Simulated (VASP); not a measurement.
Input of a VASP 6.6.1 run:

Contents of INCAR:

```
  PREC = Accurate
  ENCUT = 520
  EDIFF = 1E-7
  ISMEAR = 0
  SIGMA = 0.05
  LREAL = False
  LASPH = True
  NELM = 100
  ALGO = Normal
  ISIF = 2
  LWAVE = False
  LCHARG = False
  GGA = PS
  NBANDS = 32
```

The input KPOINTS:

```
Automatic mesh
0
Gamma
  4 4 4
```

POSCAR

```
Mg6O5
1.0
    5.5908553621      0.0000000000      0.0000000000
    0.0000000000      5.5908553621      0.0000000000
    0.0000000000      0.0000000000      5.5908553621
Mg O
6 5
Direct
    0.2500000000      0.0000000000      0.5000000000
    0.0000000000      0.5000000000      0.2500000000
    0.5000000000      0.7500000000      0.0000000000
    0.7500000000      0.0000000000      0.5000000000
    0.0000000000      0.5000000000      0.7500000000
    0.5000000000      0.2500000000      0.0000000000
    0.5000000000      0.0000000000      0.2500000000
    0.0000000000      0.7500000000      0.5000000000
    0.7500000000      0.4686988862      0.0000000000
    0.5000000000      0.0000000000      0.7500000000
    0.0000000000      0.2500000000      0.5000000000
```

Potentials or basis: VASP PAW PBE potentials, release 64 (Mg, O).

Command:

```sh
$ cat potpaw_PBE.64/Mg/POTCAR potpaw_PBE.64/O/POTCAR > POTCAR
$ mpirun -np 1 vasp_std > vasp.out
```

Problem. Predict the band gap on the k mesh.

Solution. 1.07 eV.

Problem. Estimate the largest force.

Solution. 1.732 eV/Å.

Problem. What does it give for the pressure?

Solution. 0.2 GPa.

Stress tensor (GPa, compression positive):
```
-0.88  1.51  0.00
 1.51  0.84  0.00
 0.00  0.00  0.55
```

Caveat: the cell differs from its parent crystal (atom 9 moved 0.000 of the way to it and -0.175 Å across, host rigid); the PAW data sets were made with another functional, which shifts forces and pressure a little.
